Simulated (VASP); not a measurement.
Input of a VASP 6.6.1 run:

Contents of INCAR:

```
SYSTEM = BN
PREC     = Accurate       ! precision mode
ENCUT    = 600            ! plane-wave cutoff, eV
EDIFF    = 1E-6           ! SCF threshold, eV
ISMEAR   = -1             ! smearing method
SIGMA    = 0.05           ! smearing width, eV
LREAL    = .FALSE.        ! projectors in reciprocal space
LASPH    = .TRUE.         ! aspherical terms in the spheres
NELM     = 100            ! most SCF steps
ALGO     = Normal         ! electronic algorithm
ISIF     = 3              ! what is computed and relaxed
LWAVE    = .FALSE.        ! write WAVECAR
LCHARG   = .FALSE.        ! write CHGCAR
GGA      = PE             ! functional
IBRION   = 2              ! ionic algorithm
NSW      = 80             ! ionic steps
EDIFFG   = -0.01          ! ionic threshold
```

File KPOINTS:

```
regular mesh
0
G
  13 13 13
  0 0 0
```

POSCAR

```
BN
1.0
    0.0000000000      1.8130010000      1.8130010000
    1.8130010000      0.0000000000      1.8130010000
    1.8130010000      1.8130010000      0.0000000000
N B
1 1
Direct
    0.2500000000      0.2500000000      0.2500000000
    0.0000000000      0.0000000000      0.0000000000
```

Potentials or basis: VASP PAW PBE potentials, release 64 (N, B).

The run is started by

```console
$ cat potpaw_PBE.64/N/POTCAR potpaw_PBE.64/B/POTCAR > POTCAR
$ mpirun -np 1 vasp_std > vasp.out
```

Problem. Estimate the relaxed volume.

Solution. 5.95 Å³/atom.

Problem. What does it give for the band gap on the k mesh?

Solution. 4.52 eV, indirect (least direct gap 8.78 eV).

Final structure:
```
CELL_PARAMETERS angstrom
0.00000 1.81229 1.81229
1.81229 0.00000 1.81229
1.81229 1.81229 0.00000
ATOMIC_POSITIONS crystal
N 0.25000 0.25000 0.25000
B 0.00000 0.00000 0.00000
```

A k mesh can miss the band edges. A hybrid or GW would open this gap; PBE tends to underestimate it.
